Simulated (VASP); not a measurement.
Set up this calculation in VASP 6.6.1, as the native input.

```yaml
Task: single point
Functional: PBE
Potentials_or_basis: VASP PAW PBE potentials, release 64 (Bi_d, N)
Cutoff: 520 eV
k_mesh: 12 × 12 × 12
Occupations: gaussian, width 0.01 eV
Spin: no spin polarisation
Dipole_correction: no
Further_INCAR_settings: ALGO = Normal; EDIFF = 1e-07; NBANDS = 17
```

The structure of BiN lies in POSCAR:

```
BiN
1.0
    0.0000000000      2.5726873165      2.5726873165
    2.5726873165      0.0000000000      2.5726873165
    2.5726873165      2.5726873165      0.0000000000
Bi N
1 1
Direct
    0.0000000000      0.0000000000      0.0000000000
    0.5000000000      0.5000000000      0.5000000000
```

The cell was built from a structure type or drawn by symmetry, and may not be a known phase.

One way to write it, as run:

INCAR

```
SYSTEM = BiN
  PREC = Accurate
  ENCUT = 520
  EDIFF = 1E-7
  ISMEAR = 0
  SIGMA = 0.01
  LREAL = .FALSE.
  LASPH = .TRUE.
  NELM = 80
  ALGO = Normal
  ISIF = 2
  LWAVE = .FALSE.
  LCHARG = .FALSE.
  GGA = PE
  NBANDS = 17
```

KPOINTS

```
Automatic mesh
0
G
  12 12 12
  0 0 0
```

Potentials or basis: VASP PAW PBE potentials, release 64 (Bi_d, N).

Launch:

```sh
$ cat potpaw_PBE.64/Bi_d/POTCAR potpaw_PBE.64/N/POTCAR > POTCAR
$ mpirun -np 1 vasp_std > vasp.out
```

It gave:

| Item | Value |
| --- | --- |
| Pressure | 0.0 GPa |
| Band gap on the k mesh | 0.17 eV (least direct gap 0.27 eV) |

Caveat: spin-orbit coupling is left out, which moves the levels of the heavy elements.

Wall time 66 s on 1 thread of Intel Xeon 8259CL (shared host), peak memory 0.18 GiB.
